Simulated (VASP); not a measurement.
## TiAl: single point with HSE06

The system is TiAl.

```xyz
2
Lattice="2.8087 0.0000 0.0000 -1.4044 2.4324 0.0000 0.0000 0.0000 4.5826" Properties=species:S:1:pos:R:3 pbc="T T T"
Ti    0.0000    0.0000    0.0000
Al    0.0000    1.6216    2.2913
```

- Program: VASP 6.6.1
- Task: single point
- Functional: HSE06
- Potentials or basis: VASP PAW PBE potentials, release 64 (Ti_sv, Al)
- Cutoff: 520 eV
- k mesh: 6 × 6 × 4
- Occupations: fermi-dirac, width 0.05 eV
- Spin: no spin polarisation

```yaml
Pressure: 6.3 GPa
Band_gap_on_the_k_mesh: zero (an odd number of electrons rules out a gap without spin polarisation)
```

Stress tensor (GPa, compression positive):
```
6.61 0.00 0.00
0.00 6.61 0.00
0.00 0.00 5.77
```

Levels at points of the mesh, in eV from the Fermi level:
```
           k point  band 4  band 5  band 6  band 7  band 8  band 9  band 10  band 11
(0.00, 0.00, 0.00)  -35.43  -10.57   -3.08   -2.40    2.03    2.03     3.99     3.99
(0.50, 0.00, 0.00)  -35.60   -4.45   -3.33   -1.87   -1.37    3.15     4.82     5.17
(0.00, 0.00, 0.50)  -35.43   -9.44   -6.50   -0.72    2.04    2.04     3.90     3.90
(0.50, 0.00, 0.50)  -35.60   -4.31   -2.82   -2.38    0.39    1.35     2.89     3.97
```

It took 24 min on 1 thread of Intel(R) Xeon(R) Platinum 8259CL CPU @ 2.50GHz (Skylake/Cascade Lake), on a shared host, peak memory 0.27 GiB.

Caveat: the k points lie up to 0.43 Å⁻¹ apart, too coarse for converged energies and pressures of a metal; the PAW data sets were made with another functional, which shifts forces and pressure a little.
